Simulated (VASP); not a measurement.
# Mo (Im-3m) in VASP: a series of runs

Mo is run at these levels: PBEsol; tasks: single point, relaxation of cell and atoms.

Program: VASP 6.6.1. These are calculated values, not measurements. Logs are shortened: lines on timing, memory, paths and dates and some standing lists are left out, and cuts for length are marked.

## Step 1: The cell of the first run

Symmetry: Im-3m, No. 229, cubic system. The conventional cell has a = 3.129 Å, b = 3.129 Å, c = 3.129 Å, α = 90.00°, β = 90.00°, γ = 90.00°. Within 3.6 Å of Mo (site symmetry m-3m) lie 14 Mo at 2.71 to 3.13 Å.

## Step 2: Single point, PBEsol

INCAR reads:

```
SYSTEM = Mo
PREC = Accurate ; ENCUT = 520
EDIFF = 1E-7 ; ISMEAR = -1
SIGMA = 0.08 ; LREAL = .False.
LASPH = .True. ; NELM = 60
ALGO = Normal ; ISIF = 2
LWAVE = .False. ; LCHARG = .True.
GGA = PS ; LELF = .True.
LVHAR = .True. ; NBANDS = 13
```

KPOINTS reads:

```
Automatic mesh
0
Gamma
  19 19 19
  0 0 0
```

POSCAR reads:

```
Mo
1.0
   -1.5647077894      1.5647077894      1.5647077894
    1.5647077894     -1.5647077894      1.5647077894
    1.5647077894      1.5647077894     -1.5647077894
Mo
1
Direct
    0.0000000000      0.0000000000      0.0000000000
```

Potentials or basis: VASP PAW PBE potentials, release 64 (Mo_sv).

The run is started by

```
> cat potpaw_PBE.64/Mo_sv/POTCAR > POTCAR
> mpirun -np 1 vasp_std > vasp.out
```

OUTCAR:

```text
SYSTEM = Mo
   PREC = Accurate
   ENCUT = 520
   EDIFF = 1E-7
   ISMEAR = -1
   LREAL = .False.
   LASPH = .True.
   NELM = 60
   ISIF = 2
   GGA = PS

 ion  position               nearest neighbor table
   1  0.000  0.000  0.000-

  LATTYP: Found a body centered cubic cell.
 ALAT       =     3.1294155788

  Lattice vectors:

 A1 = (  -1.5647077894,   1.5647077894,   1.5647077894)
 A2 = (   1.5647077894,  -1.5647077894,   1.5647077894)
 A3 = (   1.5647077894,   1.5647077894,  -1.5647077894)

Analysis of symmetry for initial positions (statically):
=====================================================================
 Subroutine PRICEL returns:
 Original cell was already a primitive cell.

 Routine SETGRP: Setting up the symmetry group for a
 body centered cubic supercell.

 Subroutine GETGRP returns: Found 48 space group operations
 (whereof 48 operations were pure point group operations)
 out of a pool of 48 trial point group operations.

The static configuration has the point symmetry O_h .

Analysis of symmetry for dynamics (positions and initial velocities):
=====================================================================
 Subroutine PRICEL returns:
 Original cell was already a primitive cell.

 Routine SETGRP: Setting up the symmetry group for a
 body centered cubic supercell.

 Subroutine GETGRP returns: Found 48 space group operations
 (whereof 48 operations were pure point group operations)
 out of a pool of 48 trial point group operations.

The dynamic configuration has the point symmetry O_h .

 Subroutine INISYM returns: Found 48 space group operations
 (whereof 48 operations are pure point group operations),
 and found     1 'primitive' translations

----------------------------------------------------------------------------------------

                                     Primitive cell

  volume of cell :      15.3236

  direct lattice vectors                    reciprocal lattice vectors
    -1.564707789  1.564707789  1.564707789     0.000000000  0.319548483  0.319548483
     1.564707789 -1.564707789  1.564707789     0.319548483  0.000000000  0.319548483
     1.564707789  1.564707789 -1.564707789     0.319548483  0.319548483  0.000000000

  length of vectors
     2.710153390  2.710153390  2.710153390     0.451909798  0.451909798  0.451909798

  position of ions in fractional coordinates (direct lattice)
     0.000000000  0.000000000  0.000000000

  ion indices of the primitive-cell ions
   primitive index   ion index
                 1           1

----------------------------------------------------------------------------------------

 KPOINTS: Automatic mesh

Automatic generation of k-mesh.
 Grid dimensions read from file:
 generate k-points for:   19   19   19

 Generating k-lattice:

  Cartesian coordinates                     Fractional coordinates (reciprocal lattice)
     0.000000000  0.016818341  0.016818341     0.052631579  0.000000000  0.000000000
     0.016818341  0.000000000  0.016818341     0.000000000  0.052631579  0.000000000
     0.016818341  0.016818341  0.000000000     0.000000000  0.000000000  0.052631579

  Length of vectors
     0.023784726  0.023784726  0.023784726

  Shift w.r.t. Gamma in fractional coordinates (k-lattice)
     0.000000000  0.000000000  0.000000000

 Subroutine IBZKPT returns following result:
 ===========================================

 Found    220 irreducible k-points:

 Following reciprocal coordinates:
            Coordinates               Weight
  0.000000  0.000000  0.000000      1.000000
  0.052632  0.000000  0.000000     12.000000
  0.105263  0.000000  0.000000     12.000000
  0.157895  0.000000  0.000000     12.000000
  0.210526  0.000000  0.000000     12.000000
  0.263158  0.000000  0.000000     12.000000
[... 16 lines left out ...]
  0.263158  0.105263  0.000000     48.000000
  0.315789  0.105263 -0.000000     48.000000
 [... further k-points ...]
   k-points           NKPTS =    220   k-points in BZ     NKDIM =    220   number of bands    NBANDS=     13
   number of dos      NEDOS =    301   number of ions     NIONS =      1
   total plane-waves  NPLWV =   8000
   dimension x,y,z NGX =    20 NGY =   20 NGZ =   20
   dimension x,y,z NGXF=    40 NGYF=   40 NGZF=   40
   ions per type =               1
   NGX,Y,Z   is equivalent  to a cutoff of  12.27, 12.27, 12.27 a.u.
   NGXF,Y,Z  is equivalent  to a cutoff of  24.54, 24.54, 24.54 a.u.
 SYSTEM =  Mo
   PREC   = accura    normal or accurate (medium, high low for compatibility)
   ISTART =      0    job   : 0-new  1-cont  2-samecut
   ICHARG =      2    charge: 1-file 2-atom 10-const
   ISPIN  =      1    spin polarized calculation?
   LNONCOLLINEAR =      F non collinear calculations
   LSORBIT =      F    spin-orbit coupling
   LASPH  =      T    aspherical Exc in radial PAW
   ENCUT  =  520.0 eV  38.22 Ry    6.18 a.u.   5.04  5.04  5.04*2*pi/ulx,y,z
   NELM   =     60;   NELMIN=  2; NELMDL= -5     # of ELM steps
   EDIFF  = 0.1E-06   stopping-criterion for ELM
   LREAL  =      F    real-space projection
   EDIFFG = 0.1E-05   stopping-criterion for IOM
   NSW    =      0    number of steps for IOM
   IBRION =     -1    ionic relax: 0-MD 1-quasi-New 2-CG
   NFREE  =      0    steps in history (QN), initial steepest desc. (CG)
   ISIF   =      2    stress and relaxation
   ISYM   =      2    0-nonsym 1-usesym 2-fastsym
   POTIM  = 0.5000    time-step for ionic-motion
   TEBEG  =    0.0;   TEEND  =   0.0 temperature during run
   PSTRESS=    0.0 pullay stress
   NELECT =      14.0000    total number of electrons
   NUPDOWN=      -1.0000    fix difference up-down
   EMIN   =  10.00;   EMAX   =-10.00  energy-range for DOS
   EFERMI =   0.00;   METHOD = LEGACY
   ISMEAR =    -1;   SIGMA  =   0.08  broadening in eV -4-tet -1-fermi 0-gaus
   EFERMI_NEDOS =   21; number of points for ismear=-14 and -15
   IALGO  =     38    algorithm
   IMIX   =      4    mixing-type and parameters
     AMIX     =   0.40;   BMIX     =  1.00
     AMIX_MAG =   1.60;   BMIX_MAG =  1.00
  volume/ion in A,a.u.               =      15.32       103.41
  Fermi-wavevector in a.u.,A,eV,Ry     =   1.588538  3.001901 34.333661  2.523453
  Thomas-Fermi vector in A             =   2.687526
   LORBIT       =      0    0 simple, 1 ext, 2 COOP (PROOUT), +10 PAW based schemes
   GGA     = PS    functional components
   LHFCALC =     F    Hartree Fock is set to
   AEXX    =    0.0000 exact exchange contribution
   IVDW    =     0    specifies the selected vdW correction
   LEPSILON=     F    determine dielectric tensor
   LRPA    =     F    only Hartree local field effects (RPA)
 non-spin polarized calculation
  energy-cutoff  :      520.00
  volume of cell :       15.32
 maximum number of plane-waves:       424
   NGX =  9   NGY =  9   NGZ =  9

 number of electron      13.9999998 magnetization

 Free energy of the ion-electron system (eV)
  ---------------------------------------------------
  ext. energy  EPLUGINS =         0.00000000
  ---------------------------------------------------
  free energy    TOTEN  =       -11.78497259 eV

  energy without entropy =      -11.77192706  energy(sigma->0) =      -11.77844982

 E-fermi :  12.7941     XC(G=0): -13.6412

 val. band max:       12.7852825013   @ k =  -0.1579   0.2105   0.1053
 cond. band min:      12.7963489400   @ k =  -0.4737  -0.4737   0.0526
 fundamental gap:      0.0110664387
 Fermi energy:        12.7940951590

 k-point     1 :       0.0000    0.0000    0.0000
  band No.  band energies     occupation
      1     -48.4073      2.00000
      2     -21.6469      2.00000
      3     -21.6469      2.00000
      4     -21.6469      2.00000
      5       5.4373      2.00000
      6      11.3832      2.00000
      7      11.3832      2.00000
      8      11.3832      2.00000
      9      14.4723      0.00000
     10      14.4723      0.00000
     11      27.6245      0.00000
     12      27.6245      0.00000
     13      27.6245      0.00000

 k-point     2 :       0.0526    0.0000    0.0000
  band No.  band energies     occupation
      1     -48.3997      2.00000
      2     -21.6907      2.00000
      3     -21.6604      2.00000
      4     -21.6473      2.00000
      5       5.5638      2.00000
      6      11.3107      2.00000
      7      11.3716      2.00000
      8      11.5019      2.00000
      9      14.3625      0.00000
     10      14.4738      0.00000
     11      27.7224      0.00000
     12      27.8378      0.00000
     13      27.8856      0.00000

 k-point     3 :       0.1053    0.0000    0.0000
  band No.  band energies     occupation
      1     -48.3775      2.00000
      2     -21.8162      2.00000
      3     -21.6990      2.00000
      4     -21.6483      2.00000
      5       5.9263      2.00000
      6      11.1081      2.00000
      7      11.3219      2.00000
      8      11.8540      1.99998
      9      14.1138      0.00000
     10      14.4828      0.00000
     11      27.9657      0.00000
     12      28.4610      0.00000
     13      28.5527      0.00000
[... 305 lines left out ...]
 k-point    23 :       0.2632    0.1053    0.0000
  band No.  band energies     occupation
      1     -48.1940      2.00000
      2     -22.7286      2.00000
      3     -22.0092      2.00000
      4     -21.7133      2.00000
      5       8.0073      2.00000
      6       9.8667      2.00000
      7      11.2236      2.00000
      8      13.9067      0.00000
      9      15.0604      0.00000
     10      15.8544      0.00000
     11      26.8810      0.00000
     12      27.9854      0.00000
     13      32.6192      0.00000

 k-point    24 :       0.3158    0.1053   -0.0000
  band No.  band energies     occupation
      1     -48.1557      2.00000
      2     -22.9003      2.00000
      3     -22.0865      2.00000
      4     -21.7169      2.00000
      5       7.9117      2.00000
      6       9.6373      2.00000
      7      11.9419      1.99995
      8      14.1888      0.00000
      9      15.2127      0.00000
     10      16.9654      0.00000
     11      25.9727      0.00000
     12      26.7987      0.00000
     13      31.5123      0.00000

 [... further k-points ...]

------------------------ aborting loop because EDIFF is reached ----------------------------------------

  FORCE on cell =-STRESS in cart. coord.  units (eV):
  Direction    XX          YY          ZZ          XY          YZ          ZX
  --------------------------------------------------------------------------------------
  -------------------------------------------------------------------------------------
  Total        0.0532474      0.0532474      0.0532474      0.0000000     -0.0000000      0.0000000
  in kB        5.5673622      5.5673622      5.5673622      0.0000000     -0.0000000      0.0000000
  external PRESSURE =       5.5673622 kB  Pullay stress =       0.0000000 kB

 VOLUME and BASIS-vectors are now :
 -----------------------------------------------------------------------------
  energy-cutoff  :      520.00
  volume of cell :       15.32
      direct lattice vectors                 reciprocal lattice vectors
    -1.564707789  1.564707789  1.564707789     0.000000000  0.319548483  0.319548483
     1.564707789 -1.564707789  1.564707789     0.319548483  0.000000000  0.319548483
     1.564707789  1.564707789 -1.564707789     0.319548483  0.319548483  0.000000000

 POSITION                                       TOTAL-FORCE (eV/Angst)
 -----------------------------------------------------------------------------------
      0.00000      0.00000      0.00000        -0.000000      0.000000     -0.000000
 -----------------------------------------------------------------------------------
    total drift:                                0.000000     -0.000000      0.000000

  FREE ENERGIE OF THE ION-ELECTRON SYSTEM (eV)
  ---------------------------------------------------
  free  energy   TOTEN  =       -11.7849725885 eV

  energy  without entropy=      -11.7719270601  energy(sigma->0) =      -11.77844982
```

It took 45 s on 1 thread of Oxide Virtual Turin-like, shared host; peak memory 0.12 GiB.

What came out:

```
Free energy            : -11.7850 eV
Pressure               : 0.6 GPa
Band gap on the k mesh : zero (bands 7 and 8 overlap by 5.34 eV)
```

Caveat: the PAW data sets were made with another functional, which shifts forces and pressure a little.

## Step 3: Relaxation of cell and atoms, PBEsol

This run uses another cell than the first one, of 15.58 Å³/atom.

INCAR reads:

```
ALGO = Normal
EDIFF = 1E-6
EDIFFG = -0.005
ENCUT = 600
GGA = PS
IBRION = 2
ISIF = 3
ISMEAR = -1
LASPH = T
LCHARG = F
LREAL = F
LWAVE = F
NELM = 80
NSW = 60
PREC = Accurate
SIGMA = 0.08
```

KPOINTS reads:

```
k-points
0
Gamma
  19 19 19
```

POSCAR reads:

```
Mo
1.0
   -1.5733879534      1.5733879534      1.5733879534
    1.5733879534     -1.5733879534      1.5733879534
    1.5733879534      1.5733879534     -1.5733879534
Mo
1
Direct
    0.0000000000      0.0000000000      0.0000000000
```

Potentials or basis: VASP PAW PBE potentials, release 64 (Mo_sv).

The run is started by

```
> cat potpaw_PBE.64/Mo_sv/POTCAR > POTCAR
> mpirun -np 1 vasp_std > vasp.out
```

OUTCAR:

```text
EDIFF = 1E-6
   EDIFFG = -0.005
   ENCUT = 600
   GGA = PS
   IBRION = 2
   ISIF = 3
   ISMEAR = -1
   LASPH = T
   LREAL = F
   NELM = 80
   NSW = 60
   PREC = Accurate

 ion  position               nearest neighbor table
   1  0.000  0.000  0.000-

  LATTYP: Found a body centered cubic cell.
 ALAT       =     3.1467759068

  Lattice vectors:

 A1 = (  -1.5733879534,   1.5733879534,   1.5733879534)
 A2 = (   1.5733879534,  -1.5733879534,   1.5733879534)
 A3 = (   1.5733879534,   1.5733879534,  -1.5733879534)

Analysis of symmetry for initial positions (statically):
=====================================================================
 Subroutine PRICEL returns:
 Original cell was already a primitive cell.

 Routine SETGRP: Setting up the symmetry group for a
 body centered cubic supercell.

 Subroutine GETGRP returns: Found 48 space group operations
 (whereof 48 operations were pure point group operations)
 out of a pool of 48 trial point group operations.

The static configuration has the point symmetry O_h .

Analysis of symmetry for dynamics (positions and initial velocities):
=====================================================================
 Subroutine PRICEL returns:
 Original cell was already a primitive cell.

 Routine SETGRP: Setting up the symmetry group for a
 body centered cubic supercell.

[... 255 lines left out ...]

 number of electron      14.0000001 magnetization

 Free energy of the ion-electron system (eV)
  ---------------------------------------------------
  ext. energy  EPLUGINS =         0.00000000
  ---------------------------------------------------
  free energy    TOTEN  =       -11.78540644 eV

  energy without entropy =      -11.77234746  energy(sigma->0) =      -11.77887695

 E-fermi :  12.7673     XC(G=0): -13.6320

 val. band max:       12.7592006424   @ k =  -0.1579   0.2105   0.1053
 cond. band min:      12.7685026853   @ k =  -0.4737  -0.4737   0.0526
 fundamental gap:      0.0093020429
 Fermi energy:        12.7673446710

 k-point     1 :       0.0000    0.0000    0.0000
  band No.  band energies     occupation
      1     -48.4329      2.00000
      2     -21.6776      2.00000
      3     -21.6776      2.00000
      4     -21.6776      2.00000
      5       5.4165      2.00000
      6      11.3599      2.00000
      7      11.3599      2.00000
      8      11.3599      2.00000
      9      14.4430      0.00000
     10      14.4430      0.00000
     11      27.5964      0.00000
[... 309 lines left out ...]
 k-point    24 :       0.3158    0.1053   -0.0000
  band No.  band energies     occupation
      1     -48.1828      2.00000
      2     -22.9244      2.00000
      3     -22.1149      2.00000
      4     -21.7470      2.00000
      5       7.8932      2.00000
      6       9.6179      2.00000
      7      11.9146      1.99995
      8      14.1597      0.00000
      9      15.1809      0.00000
     10      16.9297      0.00000
     11      25.9346      0.00000

 [... further k-points ...]

------------------------ aborting loop because EDIFF is reached ----------------------------------------

  FORCE on cell =-STRESS in cart. coord.  units (eV):
  Direction    XX          YY          ZZ          XY          YZ          ZX
  --------------------------------------------------------------------------------------
  -------------------------------------------------------------------------------------
  Total       -0.0021861     -0.0021861     -0.0021861     -0.0000000     -0.0000000      0.0000000
  in kB       -0.2282089     -0.2282089     -0.2282089     -0.0000000     -0.0000000      0.0000000
  external PRESSURE =      -0.2282089 kB  Pullay stress =       0.0000000 kB
[... 16 lines left out ...]
  FREE ENERGIE OF THE ION-ELECTRON SYSTEM (eV)
  ---------------------------------------------------
  free  energy   TOTEN  =       -11.7854064429 eV

  energy  without entropy=      -11.7723474598  energy(sigma->0) =      -11.77887695

 reached required accuracy - stopping structural energy minimisation
```

OSZICAR:

```text
N       E                     dE             d eps       ncg     rms          rms(c)
DAV:   1     0.100375392863E+03    0.10038E+03   -0.89786E+03  4851   0.145E+03
DAV:   2    -0.110571693964E+02   -0.11143E+03   -0.10769E+03  5305   0.366E+02
DAV:   3    -0.125485159174E+02   -0.14913E+01   -0.14797E+01  5630   0.421E+01
[... 25 lines left out ...]
   3 F= -.11785406E+02 E0= -.11778875E+02  d E =-.296476E-02
       N       E                     dE             d eps       ncg     rms          rms(c)
DAV:   1    -0.117854219651E+02   -0.16350E-04   -0.37989E-04  5095   0.279E-01    0.446E-02
DAV:   2    -0.117854073483E+02    0.14617E-04   -0.30087E-05  5041   0.701E-02    0.725E-03
DAV:   3    -0.117854064429E+02    0.90542E-06   -0.42582E-06  5128   0.260E-02
   4 F= -.11785406E+02 E0= -.11778877E+02  d E =-.296516E-02
```

CONTCAR:

```text
Mo
   1.00000000000000
    -1.5655382987319768    1.5655382987319768    1.5655382987319768
     1.5655382987319768   -1.5655382987319768    1.5655382987319768
     1.5655382987319768    1.5655382987319768   -1.5655382987319768
  Mo
     1
Direct
     1.0000000000000000    1.0000000000000000    1.0000000000000000

  0.00000000E+00  0.00000000E+00  0.00000000E+00
```

It took 2.2 min on 1 thread of Oxide Virtual Turin-like, shared host; peak memory 0.15 GiB.

Results:

- Free energy: -11.7854 eV
- Relaxed volume: 15.35 Å³/atom
- Relaxed cell: a = 2.712 Å, b = 2.712 Å, c = 2.712 Å, α = 109.47°, β = 109.47°, γ = 109.47°
- Space group after relaxing (to 0.1 Å): Im-3m (No. 229)
- Energy gained by relaxing: 3.0 meV/atom
- Ionic steps: 4
- Pressure after relaxing: 0.0 GPa
- Band gap on the k mesh: zero (bands 7 and 8 overlap by 5.32 eV)

The path:
```
step  energy change (eV)  largest force (eV/Å)  pressure (GPa)  volume (Å³)
   1              0.0000                0.0000           -4.05        15.58
   2              0.0221                0.0000           13.06        14.71
   3             -0.0030                0.0000           -0.08        15.35
   4             -0.0030                0.0000           -0.02        15.35
```

Final structure:
```xyz
1
Lattice="-1.5655 1.5655 1.5655 1.5655 -1.5655 1.5655 1.5655 1.5655 -1.5655" Properties=species:S:1:pos:R:3 pbc="T T T"
Mo    1.5655    1.5655    1.5655
```

Caveat: the PAW data sets were made with another functional, which shifts forces and pressure a little.

(Continued in part 2 of 2.)
